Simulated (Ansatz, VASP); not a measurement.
# In: VASP beside Ansatz

```
CELL_PARAMETERS angstrom
-1.53027 1.53027 2.79369
1.53027 -1.53027 2.79369
1.53027 1.53027 -2.79369
ATOMIC_POSITIONS crystal
In 0.00000 0.00000 0.00000
```

Alike in both runs: task single point; functional PBE; k mesh 22 × 22 × 22; occupations gaussian, width 0.15 eV; no spin polarisation.

|  | VASP | Ansatz |
| --- | --- | --- |
| version | VASP 6.6.1 | Ansatz 0.2.0 |
| potentials or method | VASP PAW PBE potentials, release 64 (In_d), cutoff 520 eV | scalar-relativistic, plane waves, PAW |
| valence electrons in the cell | 13 | 13 |

VASP gave:

* gap on the k mesh at the Fermi level (eV): none
* pressure (GPa): 2.6
* traceless stress, the component that is largest in VASP (GPa): -2.40

**Question.** Estimate Ansatz's values.

**Answer.** gap on the k mesh at the Fermi level (eV): none; pressure (GPa): 2.6; traceless stress, the component that is largest in VASP (GPa): -2.38.

A gap of «none» marks a metal or a gap that the smearing closes.
